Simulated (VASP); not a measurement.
The system is CuAu.

```
CELL_PARAMETERS angstrom
2.75337 0.00000 0.00000
0.00000 2.75337 0.00000
0.00000 0.00000 3.60977
ATOMIC_POSITIONS crystal
Au 0.00000 0.00000 0.00000
Cu 0.50000 0.50000 0.50000
```

Base run:

- Program: VASP 6.6.1
- Functional: LDA
- Potentials or basis: VASP PAW LDA potentials, release 64 (Au, Cu)
- Cutoff: 520 eV
- k mesh: 9 × 9 × 7
- Occupations: fermi-dirac, width 0.05 eV
- Spin: no spin polarisation

Its results: band gap on the k mesh zero (band 11 reaches 13.10 eV, above the bottom of band 12 at 7.34 eV); pressure 2.1 GPa.

The run is repeated on the same cell with these changes: functional from LDA to PBE; potentials or basis from VASP PAW LDA potentials, release 64 (Au, Cu) to VASP PAW PBE potentials, release 64 (Au, Cu). What comes out?

Band gap on the k mesh zero (band 11 reaches 13.33 eV, above the bottom of band 12 at 7.60 eV); pressure 16.8 GPa.

Caveats: spin-orbit coupling is left out, which moves the levels of the heavy elements.
